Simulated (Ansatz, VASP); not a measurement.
# Two plane-wave programs on Hf4N

```
Hf N
1.0
     4.51227    0.00000    0.00000
     0.00000    4.51227    0.00000
     0.00000    0.00000    4.51227
Hf N
4 1
Direct
  0.50000 0.00000 0.00000
  0.00000 0.50000 0.00000
  0.00000 0.00000 0.50000
  0.50000 0.50000 0.50000
  0.00000 0.00000 0.00000
```

Alike in both runs: task relaxation of cell and atoms; functional PBE; k mesh 8 × 8 × 8; occupations fermi-dirac, width 0.15 eV; no spin polarisation.

|  | VASP | Ansatz |
| --- | --- | --- |
| version | VASP 6.6.1 | Ansatz 0.2.0 |
| potentials or method | VASP PAW PBE potentials, release 64 (Hf_pv, N), cutoff 600 eV | scalar-relativistic, plane waves, PAW |
| valence electrons in the cell | 45 | 109 |

```tsv
	VASP	Ansatz	Ansatz less VASP
gap on the k mesh at the Fermi level, each at its own relaxed structure (eV)	none	none	-
relaxed volume (Å³/atom)	18.30	18.41	+0.106
relaxed length of the cell vector where the two differ most in proportion (Å)	4.507	4.515	+0.0087
```

A gap of «none» marks a metal or a gap that the smearing closes. VASP's potentials hold 45 valence electrons a cell and Ansatz's 109, so a difference there can come from the potentials and not from the codes.

Neither program's run includes spin-orbit coupling.
